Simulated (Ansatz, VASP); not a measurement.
## One calculation of Ir, two programs

INCAR

```
SYSTEM = Ir
  ALGO = Fast
  EDIFF = 1E-6
  ENCUT = 520
  GGA = PE
  ISIF = 2
  ISMEAR = -1
  LASPH = .TRUE.
  LCHARG = .FALSE.
  LREAL = .FALSE.
  LWAVE = .FALSE.
  NBANDS = 16
  NELM = 60
  PREC = Accurate
  SIGMA = 0.05
```

File KPOINTS:

```
k-points
0
G
  11 11 6
  0 0 0
```

POSCAR

```
Ir
1.0
    2.7513778946      0.0000000000      0.0000000000
   -1.3756889473      2.3827631521      0.0000000000
    0.0000000000      0.0000000000      4.4622900000
Ir
2
Direct
    0.3333333333      0.6666666667      0.2500000000
    0.6666666667      0.3333333333      0.7500000000
```

input.yaml

```yaml
crystal:
  lattice:
    - [2.7513778946, 0.0, 0.0]
    - [-1.3756889473, 2.3827631521, 0.0]
    - [0.0, 0.0, 4.46229]
  atoms:
    - { symbol: Ir, position: [0.3333333333, 0.6666666667, 0.25] }
    - { symbol: Ir, position: [0.6666666667, 0.3333333333, 0.75] }
kpoints:
  mp_grid: { grid: [11, 11, 6] }
scf:
  occupations: { method: fermi_dirac, width: 0.05 }
hamiltonian:
  xc: pbe
  pseudopotentials: { kind: all_electron, lapw: { basis_error: 0.001 } }
output:
  forces: true
  stress: true
  eigenvalues: true
  populations: true
```

Alike in both runs: task single point; functional PBE; k mesh 11 × 11 × 6; occupations fermi-dirac, width 0.05 eV; no spin polarisation.

```csv
,VASP,Ansatz
version,VASP 6.6.1,Ansatz 0.2.0
potentials or method,"VASP PAW PBE potentials, release 64 (Ir), cutoff 520 eV","all-electron LAPW, scalar-relativistic"
```

```tsv
	VASP	Ansatz	Ansatz less VASP
gap on the k mesh at the Fermi level (eV)	none	none	-
pressure (GPa)	-0.8	-1.4	-0.51
traceless stress, the component that is largest in VASP (GPa)	-0.24	-0.28	-0.043
```

A gap of «none» marks a metal or a gap that the smearing closes. Ansatz ran all-electron here, and VASP with PAW potentials.

Spin-orbit coupling is off throughout.
